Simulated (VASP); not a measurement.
# SnO2 (P6_3/mmc) in VASP: a series of runs

SnO2 is run at these levels: r2SCAN+D3(BJ); tasks: single point.

Program: VASP 6.6.1. These are calculated values, not measurements. Logs are shortened: lines on timing, memory, paths and dates and some standing lists are left out, and cuts for length are marked.

## 1. The cell of the first run

Symmetry: P6_3/mmc, No. 194, hexagonal system. Conventional cell: a = 3.176 Å, b = 3.176 Å, c = 10.608 Å, α = 90.00°, β = 90.00°, γ = 120.00°. Sn (site symmetry -3m) has 6 O at 2.09 Å within 2.8 Å. Within 2.8 Å of O (site symmetry 3m) lie 3 Sn at 2.09 Å and 3 O at 2.71 Å.

## 2. Single point, r2SCAN+D3(BJ)

The input, POSCAR:

```
SnO2
1.0
    3.1758098945      0.0000000000      0.0000000000
   -1.5879049473      2.7503321595      0.0000000000
    0.0000000000      0.0000000000     10.6076357799
Sn O
2 4
Direct
    0.0000000000      0.0000000000      0.5000000000
    0.0000000000      0.0000000000      0.0000000000
    0.6666666667      0.3333333333      0.4058620000
    0.6666666667      0.3333333333      0.0941380000
    0.3333333333      0.6666666667      0.5941380000
    0.3333333333      0.6666666667      0.9058620000
```

The input, INCAR.step1:

```
SYSTEM = SnO2
  PREC = Accurate
  ENCUT = 520
  ISMEAR = 0
  SIGMA = 0.01
  LREAL = .False.
  LASPH = .True.
  NELM = 60
  NBANDS = 35
  GGA = PE
  ALGO = Normal
  EDIFF = 1E-4
  LWAVE = .True.
  LCHARG = .False.
```

The input, INCAR.step2:

```
SYSTEM = SnO2
  PREC = Accurate
  ENCUT = 520
  EDIFF = 1E-6
  ISMEAR = 0
  SIGMA = 0.01
  LREAL = .False.
  LASPH = .True.
  NELM = 60
  ALGO = Normal
  ISIF = 2
  LWAVE = .False.
  LCHARG = .False.
  METAGGA = R2SCAN
  LMIXTAU = .True.
  IVDW = 12
  VDW_S6 = 1.0
  VDW_S8 = 0.78981345
  VDW_A1 = 0.49484001
  VDW_A2 = 5.73083694
  NBANDS = 35
  ISTART = 1
```

The input, KPOINTS:

```
regular mesh
0
Gamma
  12 12 2
  0 0 0
```

Potentials or basis: VASP PAW PBE potentials, release 64 (Sn_d, O).

Command:

```console
cat potpaw_PBE.64/Sn_d/POTCAR potpaw_PBE.64/O/POTCAR > POTCAR
cp INCAR.step1 INCAR
mpirun -np 1 vasp_std > vasp.out
cp INCAR.step2 INCAR
mpirun -np 1 vasp_std > vasp.out
```

OUTCAR:

```text
SYSTEM = SnO2
   PREC = Accurate
   ENCUT = 520
   EDIFF = 1E-6
   ISMEAR = 0
   LREAL = .False.
   LASPH = .True.
   NELM = 60
   ISIF = 2
   METAGGA = R2SCAN
   IVDW = 12
   ISTART = 1
 IVDW          = 12

 ion  position               nearest neighbor table
   1  0.000  0.000  0.500-   3 2.09   5 2.09   3 2.09   5 2.09   3 2.09   5 2.09
   2  0.000  0.000  0.000-   4 2.09   6 2.09   4 2.09   6 2.09   4 2.09   6 2.09
   3  0.667  0.333  0.406-   1 2.09   1 2.09   1 2.09
   4  0.667  0.333  0.094-   2 2.09   2 2.09   2 2.09
   5  0.333  0.667  0.594-   1 2.09   1 2.09   1 2.09
   6  0.333  0.667  0.906-   2 2.09   2 2.09   2 2.09

  LATTYP: Found a hexagonal cell.
 ALAT       =     3.1758098945
 C/A-ratio  =     3.3401356291

  Lattice vectors:

 A1 = (   3.1758098945,   0.0000000000,   0.0000000000)
 A2 = (  -1.5879049473,   2.7503321595,   0.0000000000)
 A3 = (   0.0000000000,   0.0000000000,  10.6076357799)

Analysis of symmetry for initial positions (statically):
=====================================================================
 Subroutine PRICEL returns:
 Original cell was already a primitive cell.

 Routine SETGRP: Setting up the symmetry group for a
 hexagonal supercell.

 Subroutine GETGRP returns: Found 24 space group operations
 (whereof 12 operations were pure point group operations)
 out of a pool of 24 trial point group operations.

The static configuration has the point symmetry D_3d.
 The point group associated with its full space group is D_6h.

Analysis of symmetry for dynamics (positions and initial velocities):
=====================================================================
 Subroutine PRICEL returns:
 Original cell was already a primitive cell.

 Routine SETGRP: Setting up the symmetry group for a
 hexagonal supercell.

 Subroutine GETGRP returns: Found 24 space group operations
 (whereof 12 operations were pure point group operations)
 out of a pool of 24 trial point group operations.

The dynamic configuration has the point symmetry D_3d.
 The point group associated with its full space group is D_6h.

 Subroutine INISYM returns: Found 24 space group operations
 (whereof 12 operations are pure point group operations),
 and found     1 'primitive' translations

----------------------------------------------------------------------------------------

                                     Primitive cell

  volume of cell :      92.6527

  direct lattice vectors                    reciprocal lattice vectors
     3.175809894  0.000000000  0.000000000     0.314880309  0.181796224  0.000000000
    -1.587904947  2.750332160  0.000000000     0.000000000  0.363592447  0.000000000
     0.000000000  0.000000000 10.607635780     0.000000000  0.000000000  0.094271713

  length of vectors
     3.175809894  3.175809993 10.607635780     0.363592458  0.363592447  0.094271713

  position of ions in fractional coordinates (direct lattice)
     0.000000000  0.000000000  0.500000000
     0.000000000  0.000000000  0.000000000
     0.666666667  0.333333333  0.405862000
     0.666666667  0.333333333  0.094138000
     0.333333333  0.666666667  0.594138000
     0.333333333  0.666666667  0.905862000

  ion indices of the primitive-cell ions
   primitive index   ion index
                 1           1
                 2           2
                 3           3
                 4           4
                 5           5
                 6           6

----------------------------------------------------------------------------------------

 KPOINTS: regular mesh

Automatic generation of k-mesh.
 Grid dimensions read from file:
 generate k-points for:   12   12    2

 Generating k-lattice:

  Cartesian coordinates                     Fractional coordinates (reciprocal lattice)
     0.026240026  0.015149685  0.000000000     0.083333333  0.000000000  0.000000000
     0.000000000  0.030299371  0.000000000     0.000000000  0.083333333  0.000000000
     0.000000000  0.000000000  0.047135857     0.000000000  0.000000000  0.500000000

  Length of vectors
     0.030299372  0.030299371  0.047135857

  Shift w.r.t. Gamma in fractional coordinates (k-lattice)
     0.000000000  0.000000000  0.000000000

 Subroutine IBZKPT returns following result:
 ===========================================

 Found     38 irreducible k-points:

 Following reciprocal coordinates:
            Coordinates               Weight
  0.000000  0.000000  0.000000      1.000000
  0.083333  0.000000  0.000000      6.000000
  0.166667  0.000000  0.000000      6.000000
  0.250000  0.000000  0.000000      6.000000
  0.333333  0.000000  0.000000      6.000000
  0.416667  0.000000  0.000000      6.000000
[... 16 lines left out ...]
  0.250000  0.000000  0.500000      6.000000
  0.333333  0.000000  0.500000      6.000000
 [... further k-points ...]
   k-points           NKPTS =     38   k-points in BZ     NKDIM =     38   number of bands    NBANDS=     35
   number of dos      NEDOS =    301   number of ions     NIONS =      6
   total plane-waves  NPLWV =  46080
   dimension x,y,z NGX =    24 NGY =   24 NGZ =   80
   dimension x,y,z NGXF=    48 NGYF=   48 NGZF=  160
   ions per type =               2   4
   NGX,Y,Z   is equivalent  to a cutoff of  12.56, 12.56, 12.54 a.u.
   NGXF,Y,Z  is equivalent  to a cutoff of  25.13, 25.13, 25.08 a.u.
 SYSTEM =  SnO2
   PREC   = accura    normal or accurate (medium, high low for compatibility)
   ISTART =      1    job   : 0-new  1-cont  2-samecut
   ICHARG =      0    charge: 1-file 2-atom 10-const
   ISPIN  =      1    spin polarized calculation?
   LNONCOLLINEAR =      F non collinear calculations
   LSORBIT =      F    spin-orbit coupling
   LASPH  =      T    aspherical Exc in radial PAW
   ENCUT  =  520.0 eV  38.22 Ry    6.18 a.u.   5.90  5.90 19.72*2*pi/ulx,y,z
   NELM   =     60;   NELMIN=  2; NELMDL=  0     # of ELM steps
   EDIFF  = 0.1E-05   stopping-criterion for ELM
   LREAL  =      F    real-space projection
   EDIFFG = 0.1E-04   stopping-criterion for IOM
   NSW    =      0    number of steps for IOM
   IBRION =     -1    ionic relax: 0-MD 1-quasi-New 2-CG
   NFREE  =      0    steps in history (QN), initial steepest desc. (CG)
   ISIF   =      2    stress and relaxation
   ISYM   =      2    0-nonsym 1-usesym 2-fastsym
   POTIM  = 0.5000    time-step for ionic-motion
   TEBEG  =    0.0;   TEEND  =   0.0 temperature during run
   PSTRESS=    0.0 pullay stress
   NELECT =      52.0000    total number of electrons
   NUPDOWN=      -1.0000    fix difference up-down
   EMIN   =  10.00;   EMAX   =-10.00  energy-range for DOS
   EFERMI =   0.00;   METHOD = LEGACY
   ISMEAR =     0;   SIGMA  =   0.01  broadening in eV -4-tet -1-fermi 0-gaus
   EFERMI_NEDOS =   21; number of points for ismear=-14 and -15
   IALGO  =     38    algorithm
   IMIX   =      4    mixing-type and parameters
     AMIX     =   0.40;   BMIX     =  1.00
     AMIX_MAG =   1.60;   BMIX_MAG =  1.00
  volume/ion in A,a.u.               =      15.44       104.21
  Fermi-wavevector in a.u.,A,eV,Ry     =   1.350382  2.551851 24.810640  1.823531
  Thomas-Fermi vector in A             =   2.477891
   LORBIT       =      0    0 simple, 1 ext, 2 COOP (PROOUT), +10 PAW based schemes
   METAGGA = R2SCAN    functional components
   LHFCALC =     F    Hartree Fock is set to
   AEXX    =    0.0000 exact exchange contribution
   IVDW    =    12    specifies the selected vdW correction
   LEPSILON=     F    determine dielectric tensor
   LRPA    =     F    only Hartree local field effects (RPA)
 non-spin polarized calculation
 Gauss-broadening in eV      SIGMA  =   0.01
  energy-cutoff  :      520.00
  volume of cell :       92.65
 maximum number of plane-waves:      2526
 NGX is ok and might be reduce to    24
   NGX = 11   NGY = 11   NGZ = 39

 number of electron      51.9999986 magnetization

 Free energy of the ion-electron system (eV)
  ---------------------------------------------------
  ext. energy  EPLUGINS =         0.00000000
  ---------------------------------------------------
  free energy    TOTEN  =       -83.16455884 eV

  energy without entropy =      -83.16455884  energy(sigma->0) =      -83.16455884

 E-fermi :   2.1876     XC(G=0): -10.0719

 val. band max:        2.1277649277   @ k =   0.2500   0.2500   0.0000
 cond. band min:       5.0817338545   @ k =   0.0000   0.0000   0.0000
 fundamental gap:      2.9539689268
 Fermi energy:         2.1876412777

 k-point     1 :       0.0000    0.0000    0.0000
  band No.  band energies     occupation
      1     -18.5192      2.00000
      2     -18.5158      2.00000
      3     -18.1515      2.00000
      4     -18.1515      2.00000
      5     -18.1514      2.00000
      6     -18.1514      2.00000
[... 27 lines left out ...]
     34      14.6738      0.00000
     35      14.7482      0.00000

 k-point     2 :       0.0833    0.0000    0.0000
  band No.  band energies     occupation
      1     -18.4761      2.00000
      2     -18.4730      2.00000
      3     -18.2417      2.00000
      4     -18.2408      2.00000
      5     -18.1349      2.00000
      6     -18.1348      2.00000
[... 27 lines left out ...]
     34      14.5316      0.00000
     35      14.8479      0.00000

 k-point     3 :       0.1667    0.0000    0.0000
  band No.  band energies     occupation
      1     -18.5297      2.00000
      2     -18.5269      2.00000
      3     -18.3029      2.00000
      4     -18.3009      2.00000
      5     -18.0935      2.00000
      6     -18.0934      2.00000
[... 27 lines left out ...]
     34      14.3721      0.00000
     35      15.3052      0.00000

 k-point     4 :       0.2500    0.0000    0.0000
  band No.  band energies     occupation
      1     -18.8038      2.00000
      2     -18.8000      2.00000
      3     -18.1568      2.00000
      4     -18.1556      2.00000
      5     -18.0517      2.00000
      6     -18.0516      2.00000
[... 27 lines left out ...]
     34      14.2521      0.00000
     35      15.8335      0.00000

 k-point     5 :       0.3333    0.0000    0.0000
  band No.  band energies     occupation
      1     -19.0471      2.00000
      2     -19.0430      2.00000
      3     -18.0614      2.00000
      4     -18.0608      2.00000
      5     -18.0316      2.00000
      6     -18.0315      2.00000
[... 638 lines left out ...]
 k-point    22 :       0.1667    0.0000    0.5000
  band No.  band energies     occupation
      1     -18.5283      2.00000
      2     -18.5283      2.00000
      3     -18.3018      2.00000
      4     -18.3018      2.00000
      5     -18.0934      2.00000
      6     -18.0934      2.00000
[... 27 lines left out ...]
     34      14.1858      0.00000
     35      15.3239      0.00000

 k-point    23 :       0.2500    0.0000    0.5000
  band No.  band energies     occupation
      1     -18.8019      2.00000
      2     -18.8019      2.00000
      3     -18.1562      2.00000
      4     -18.1562      2.00000
      5     -18.0516      2.00000
      6     -18.0516      2.00000
[... 27 lines left out ...]
     34      14.3011      0.00000
     35      15.8488      0.00000

 k-point    24 :       0.3333    0.0000    0.5000
  band No.  band energies     occupation
      1     -19.0450      2.00000
      2     -19.0450      2.00000
      3     -18.0611      2.00000
      4     -18.0611      2.00000
      5     -18.0316      2.00000
      6     -18.0316      2.00000
[... 27 lines left out ...]
     34      14.5747      0.00000
     35      15.6455      0.00000

 [... further k-points ...]

------------------------ aborting loop because EDIFF is reached ----------------------------------------

 Edisp (eV)   -0.47828

 E8    (eV) :    -0.1480

  FORCE on cell =-STRESS in cart. coord.  units (eV):
  Direction    XX          YY          ZZ          XY          YZ          ZX
  --------------------------------------------------------------------------------------
  -------------------------------------------------------------------------------------
  Total       1.02060     1.02060    -0.17403    -0.00000     0.00000    -0.00000
  in kB      17.64853    17.64854    -3.00944    -0.00000     0.00000    -0.00000
  external pressure =       10.76 kB  Pullay stress =        0.00 kB

 VOLUME and BASIS-vectors are now :
 -----------------------------------------------------------------------------
  energy-cutoff  :      520.00
  volume of cell :       92.65
      direct lattice vectors                 reciprocal lattice vectors
     3.175809894  0.000000000  0.000000000     0.314880309  0.181796224  0.000000000
    -1.587904947  2.750332160  0.000000000     0.000000000  0.363592447  0.000000000
     0.000000000  0.000000000 10.607635780     0.000000000  0.000000000  0.094271713

 POSITION                                       TOTAL-FORCE (eV/Angst)
 -----------------------------------------------------------------------------------
      0.00000      0.00000      5.30382         0.000000     -0.000000      0.000000
      0.00000      0.00000      0.00000         0.000000     -0.000000      0.000000
      1.58790      0.91678      4.30524         0.000000      0.000000     -0.056617
      1.58790      0.91678      0.99858        -0.000000      0.000000      0.056617
     -0.00000      1.83355      6.30240         0.000000      0.000000      0.056617
     -0.00000      1.83355      9.60905        -0.000000     -0.000000     -0.056617
 -----------------------------------------------------------------------------------
    total drift:                               -0.000000      0.000000      0.000000

  FREE ENERGIE OF THE ION-ELECTRON SYSTEM (eV)
  ---------------------------------------------------
  free  energy   TOTEN  =       -83.6428408730 eV

  energy  without entropy=      -83.6428408730  energy(sigma->0) =      -83.64284087
```

Wall time 6.3 min (1 thread of Intel Xeon Platinum 8259CL at 2.50GHz (Skylake/Cascade Lake), shared host); peak memory 0.28 GiB.

Results:

- Free energy: -83.6428 eV
- Pressure: 1.1 GPa
- Largest force: 0.057 eV/Å
- Band gap on the k mesh: 2.95 eV, indirect (least direct gap 3.43 eV)
- Dispersion energy per atom: -0.080 eV

Forces on the atoms (eV/Å):
```
Sn   0.000  0.000  0.000
Sn   0.000  0.000  0.000
O    0.000  0.000 -0.057
O    0.000  0.000  0.057
O    0.000  0.000  0.057
O    0.000  0.000 -0.057
```

Levels at points of the mesh, in eV from the valence-band top:
```
           k point  band 24  band 25  band 26  band 27  band 28  band 29
(0.00, 0.00, 0.00)    -0.85    -0.85    -0.48     2.95     3.75     6.36
(0.50, 0.00, 0.00)    -0.50    -0.48    -0.10     6.30     6.47     7.98
(0.00, 0.00, 0.50)    -0.87    -0.81    -0.81     3.35     3.35     6.61
(0.50, 0.00, 0.50)    -0.50    -0.28    -0.28     6.38     6.38     8.31
```

Caveat: the PAW data sets were made with another functional, which shifts forces and pressure a little; spin-orbit coupling is left out, which moves the levels of the heavy elements.

(Part 1 of 2 ends here.)
